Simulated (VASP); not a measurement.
# P: single point with PBEsol

Crystal: P.

```
CELL_PARAMETERS angstrom
4.27290 0.00000 0.18694
0.00000 4.27290 0.00000
0.19154 0.00000 4.37800
ATOMIC_POSITIONS crystal
P 0.00000 0.00000 0.00000
```

This cell differs from its parent crystal: strain +0.0875 x Voigt [0, 0, 0, 0, 1, 0].

| Quantity | Value |
| --- | --- |
| Program | VASP 6.6.1 |
| Task | single point |
| Functional | PBEsol |
| Potentials or basis | VASP PAW PBE potentials, release 64 (P) |
| Cutoff | 500 eV |
| k mesh | 12 × 12 × 12 |
| Occupations | gaussian, width 0.15 eV |
| Spin | no spin polarisation |
| Dipole correction | no |
| Further INCAR settings | ALGO = Normal; EDIFF = 1e-06; NBANDS = 8 |

```json
{
  "Pressure": "-3.8 GPa",
  "Band gap on the k mesh": "zero (an odd number of electrons rules out a gap without spin polarisation)"
}
```

Stress tensor (GPa, compression positive):
```
-3.98  0.00 -0.33
 0.00 -4.00  0.00
-0.33  0.00 -3.56
```

Levels at points of the mesh, in eV from the Fermi level:
```
           k point  band 1  band 2  band 3  band 4  band 5  band 6
(0.00, 0.00, 0.00)   -8.73    0.43    0.56    0.57    4.63    7.46
(0.50, 0.00, 0.00)   -8.56   -0.83    0.59    0.70    6.49    7.57
(0.00, 0.50, 0.00)   -8.56   -0.83    0.59    0.71    6.51    7.55
(0.50, 0.50, 0.00)   -8.40   -0.53   -0.53    0.72    5.86    8.06
(0.00, 0.00, 0.50)   -8.59   -0.78    0.67    0.68    6.46    7.49
(0.50, 0.00, 0.50)   -8.43   -0.61   -0.43    0.81    5.85    8.11
(0.00, 0.50, 0.50)   -8.43   -0.57   -0.48    0.80    5.85    8.07
(0.50, 0.50, 0.50)   -8.28   -0.36   -0.33   -0.19    6.70    6.97
```

Run time: 110 s on 1 thread of Intel(R) Xeon(R) Platinum 8488C (Sapphire Rapids), on a shared host, peak memory 0.37 GiB.

Caveat: the cell differs from its parent crystal (strain +0.0875 x Voigt [0, 0, 0, 0, 1, 0]); the cell stands under tension; the atoms stand far beyond bonding distance, and open shells without spin polarisation read as a metal; the PAW data sets were made with another functional, which shifts forces and pressure a little.
